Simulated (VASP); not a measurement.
Input of a VASP 6.6.1 run:

The input POSCAR:

```
TiO3
1.0
   -3.1829942496      0.0000000000      0.0000000000
    0.0000000000      0.0000000000     -3.1829942496
    0.0000000000     -6.3659884992      0.0000000000
Ti O
2 6
Direct
    1.0000000000      1.0000000000      1.0000000000
    1.0000000000      1.0000000000      0.5000000000
    1.0000000000      0.5000000000      0.7500000000
    1.0000000000      0.5000000000      0.2500000000
    0.5000000000      0.5000000000      0.5000000000
    0.5000000000      0.5000000000      0.0000000000
    0.5000000000      1.0000000000      0.7500000000
    0.5000000000      1.0000000000      0.2500000000
```

INCAR.step1

```
SYSTEM = TiO3
  PREC = Accurate
  ENCUT = 520
  ISMEAR = 0
  SIGMA = 0.1
  LREAL = .FALSE.
  LASPH = .TRUE.
  NELM = 80
  NBANDS = 40
  GGA = PE
  ALGO = Normal
  EDIFF = 1E-4
  LWAVE = .TRUE.
  LCHARG = .FALSE.
```

Contents of INCAR.step2:

```
SYSTEM = TiO3
  PREC = Accurate
  ENCUT = 520
  EDIFF = 1E-6
  ISMEAR = 0
  SIGMA = 0.1
  LREAL = .FALSE.
  LASPH = .TRUE.
  NELM = 80
  ALGO = Normal
  ISIF = 2
  LWAVE = .FALSE.
  LCHARG = .FALSE.
  METAGGA = R2SCAN
  LMIXTAU = .TRUE.
  NBANDS = 40
  ISTART = 1
```

KPOINTS

```
regular mesh
0
G
  8 8 4
  0 0 0
```

Potentials or basis: VASP PAW PBE potentials, release 64 (Ti_sv, O).

Run with:

```sh
$ cat potpaw_PBE.64/Ti_sv/POTCAR potpaw_PBE.64/O/POTCAR > POTCAR
$ cp INCAR.step1 INCAR
$ mpirun -np 1 vasp_std > vasp.out
$ cp INCAR.step2 INCAR
$ mpirun -np 1 vasp_std > vasp.out
```

Estimate the band gap on the k mesh.

zero (bands 30 and 31 overlap by 1.33 eV).

Predict the pressure.

1.1 GPa.

Caveat: the PAW data sets were made with another functional, which shifts forces and pressure a little; semilocal functionals often make such compounds metallic where correlation or magnetic order opens a gap, which also shifts bond lengths.
